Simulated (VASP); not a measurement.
# CdS (Fm-3m) in VASP: a series of runs, part 3 of 3

VASP 6.6.1. The steps go on from the part before.

## Step 6: Single point, PBE

File INCAR:

```
ALGO = Normal ; EDIFF = 1E-6
ENCUT = 520 ; GGA = PE
ISIF = 2 ; ISMEAR = 0
LASPH = T ; LCHARG = F
LREAL = F ; LWAVE = F
NBANDS = 16 ; NELM = 80
PREC = Accurate ; SIGMA = 0.019000000000000003
```

File KPOINTS:

```
k-points
0
Gamma
  8 8 8
```

File POSCAR:

```
CdS
1.0
    0.0000000000      2.7532440000      2.7532440000
    2.7532440000      0.0000000000      2.7532440000
    2.7532440000      2.7532440000      0.0000000000
Cd S
1 1
Direct
    0.0000000000      0.0000000000      0.0000000000
    0.5000000000      0.5000000000      0.5000000000
```

Potentials or basis: VASP PAW PBE potentials, release 64 (Cd, S).

Started as:

```console
$ cat potpaw_PBE.64/Cd/POTCAR potpaw_PBE.64/S/POTCAR > POTCAR
$ mpirun -np 1 vasp_std > vasp.out
```

OUTCAR:

```text
EDIFF = 1E-6
   ENCUT = 520
   GGA = PE
   ISIF = 2
   ISMEAR = 0
   LASPH = T
   LREAL = F
   NELM = 80
   PREC = Accurate

 ion  position               nearest neighbor table
   1  0.000  0.000  0.000-   2 2.75   2 2.75   2 2.75   2 2.75   2 2.75   2 2.75
   2  0.500  0.500  0.500-   1 2.75   1 2.75   1 2.75   1 2.75   1 2.75   1 2.75

  LATTYP: Found a face centered cubic cell.
 ALAT       =     5.5064880000

  Lattice vectors:

 A1 = (   0.0000000000,   2.7532440000,   2.7532440000)
 A2 = (   2.7532440000,   0.0000000000,   2.7532440000)
 A3 = (   2.7532440000,   2.7532440000,   0.0000000000)

Analysis of symmetry for initial positions (statically):
=====================================================================
 Subroutine PRICEL returns:
 Original cell was already a primitive cell.

 Routine SETGRP: Setting up the symmetry group for a
 face centered cubic supercell.

 Subroutine GETGRP returns: Found 48 space group operations
[... 9 lines left out ...]

 Routine SETGRP: Setting up the symmetry group for a
 face centered cubic supercell.

[... 147 lines left out ...]
  ext. energy  EPLUGINS =         0.00000000
  ---------------------------------------------------
  free energy    TOTEN  =        -5.87660306 eV

  energy without entropy =       -5.87660306  energy(sigma->0) =       -5.87660306

 E-fermi :   2.8325     XC(G=0): -10.3034

 val. band max:        2.7133853180   @ k =   0.5000   0.0000   0.0000
 cond. band min:       2.9676564336   @ k =   0.5000   0.5000   0.0000
 fundamental gap:      0.2542711156
 Fermi energy:         2.8325240797

 k-point     1 :       0.0000    0.0000    0.0000
  band No.  band energies     occupation
      1      -9.9456      2.00000
      2      -4.8593      2.00000
      3      -4.8593      2.00000
      4      -4.8593      2.00000
      5      -4.8589      2.00000
      6      -4.8589      2.00000
[... 433 lines left out ...]
      3      -4.9445      2.00000
      4      -4.9023      2.00000
      5      -4.6550      2.00000
      6      -4.5647      2.00000
[... 8 lines left out ...]
     15      14.9554      0.00000
     16      17.0964      0.00000

 [... further k-points ...]
[... 5 lines left out ...]
  --------------------------------------------------------------------------------------
  -------------------------------------------------------------------------------------
  Total       -0.0223140     -0.0223140     -0.0223140      0.0000000      0.0000000     -0.0000000
  in kB       -0.8564916     -0.8564916     -0.8564916      0.0000000      0.0000000     -0.0000000
  external PRESSURE =      -0.8564916 kB  Pullay stress =       0.0000000 kB

 VOLUME and BASIS-vectors are now :
 -----------------------------------------------------------------------------
  energy-cutoff  :      520.00
  volume of cell :       41.74
      direct lattice vectors                 reciprocal lattice vectors
     0.000000000  2.753244000  2.753244000    -0.181603955  0.181603955  0.181603955
     2.753244000  0.000000000  2.753244000     0.181603955 -0.181603955  0.181603955
     2.753244000  2.753244000  0.000000000     0.181603955  0.181603955 -0.181603955

 POSITION                                       TOTAL-FORCE (eV/Angst)
 -----------------------------------------------------------------------------------
      0.00000      0.00000      0.00000         0.000000     -0.000000     -0.000000
      2.75324      2.75324      2.75324         0.000000      0.000000      0.000000
 -----------------------------------------------------------------------------------
    total drift:                               -0.000000      0.000000      0.000000

  FREE ENERGIE OF THE ION-ELECTRON SYSTEM (eV)
  ---------------------------------------------------
  free  energy   TOTEN  =        -5.8766030581 eV

  energy  without entropy=       -5.8766030581  energy(sigma->0) =       -5.87660306
```

OSZICAR:

```text
N       E                     dE             d eps       ncg     rms          rms(c)
DAV:   1     0.101192184757E+03    0.10119E+03   -0.93056E+03   984   0.105E+03
DAV:   2    -0.301801658751E+01   -0.10421E+03   -0.97416E+02  1136   0.251E+02
DAV:   3    -0.644462267298E+01   -0.34266E+01   -0.34218E+01  1128   0.472E+01
DAV:   4    -0.645993995063E+01   -0.15317E-01   -0.15317E-01  1160   0.312E+00
DAV:   5    -0.646009245000E+01   -0.15250E-03   -0.15250E-03  1144   0.299E-01    0.715E+00
DAV:   6    -0.590235908275E+01    0.55773E+00   -0.88068E-01  1240   0.114E+01    0.606E+00
DAV:   7    -0.587772839063E+01    0.24631E-01   -0.16282E-01  1128   0.290E+00    0.318E+00
DAV:   8    -0.587669052371E+01    0.10379E-02   -0.17003E-02  1064   0.160E+00    0.279E-01
DAV:   9    -0.587652563709E+01    0.16489E-03   -0.13618E-03  1160   0.513E-01    0.593E-02
DAV:  10    -0.587658073900E+01   -0.55102E-04   -0.17841E-04  1128   0.132E-01    0.582E-02
DAV:  11    -0.587660559528E+01   -0.24856E-04   -0.40170E-05  1128   0.622E-02    0.204E-02
DAV:  12    -0.587660287452E+01    0.27208E-05   -0.89551E-06  1184   0.349E-02    0.774E-03
DAV:  13    -0.587660305814E+01   -0.18362E-06   -0.90041E-07   696   0.599E-03
   1 F= -.58766031E+01 E0= -.58766031E+01  d E =-.140936E-20
```

Wall time 22 s (1 thread of Intel Xeon Platinum 8259CL at 2.50GHz (Skylake/Cascade Lake), shared host); peak memory 0.17 GiB.

Results:

| Item | Value |
| --- | --- |
| Free energy | -5.8766 eV |
| Pressure | -0.1 GPa |
| Band gap on the k mesh | 0.25 eV, indirect (least direct gap 1.53 eV) |

## Step 7: The runs side by side

```tsv
smearing	gap on the mesh (eV)	pressure (GPa)
gaussian 0.015 eV	0.25	-0.1
gaussian 0.016 eV	0.25	-0.1
gaussian 0.017 eV	0.25	-0.1
gaussian 0.018 eV	0.25	-0.1
gaussian 0.019 eV	0.25	-0.1
```

Alike in all rows: task single point; level PBE; potentials or basis VASP PAW PBE potentials, release 64 (Cd, S); no spin polarisation; cell as given; k mesh 8 × 8 × 8; cutoff (eV) 520.

On the cell as given the gap runs from 0.25 eV (PBE) to 0.25 eV (PBE).

Absolute energies hang on the potentials; compare differences alone.
